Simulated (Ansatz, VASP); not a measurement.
Two plane-wave programs on EuO

```
CELL_PARAMETERS angstrom
3.57884 0.00000 0.00000
-1.78942 3.09937 0.00000
1.78942 1.03312 2.92211
ATOMIC_POSITIONS crystal
Eu 0.00000 0.50000 0.50000
O 0.00000 0.00000 0.00000
```

Alike in both runs: task single point; functional PBE; k mesh 12 × 12 × 12; occupations gaussian, width 0.1 eV; collinear spin.

|  | VASP | Ansatz |
| --- | --- | --- |
| version | VASP 6.6.1 | Ansatz 0.2.0 |
| potentials or method | VASP PAW PBE potentials, release 64 (Eu, O), cutoff 600 eV | scalar-relativistic, plane waves, PAW |
| valence electrons in the cell | 23 | 23 |

```tsv
	VASP	Ansatz	Ansatz less VASP
gap on the k mesh at the Fermi level (eV)	none	none	-
pressure (GPa)	-0.2	0.0	+0.23
net moment per atom (μB)	3.47	3.48	+0.003
size of the moment on the site where the two differ most (μB)	0.10	0.08	-0.019
```

Site moments also hang on the region over which each program counts them. A gap of «none» marks a metal or a gap that the smearing closes. Ansatz's warnings: given moment on shells.

Neither program's run includes spin-orbit coupling.
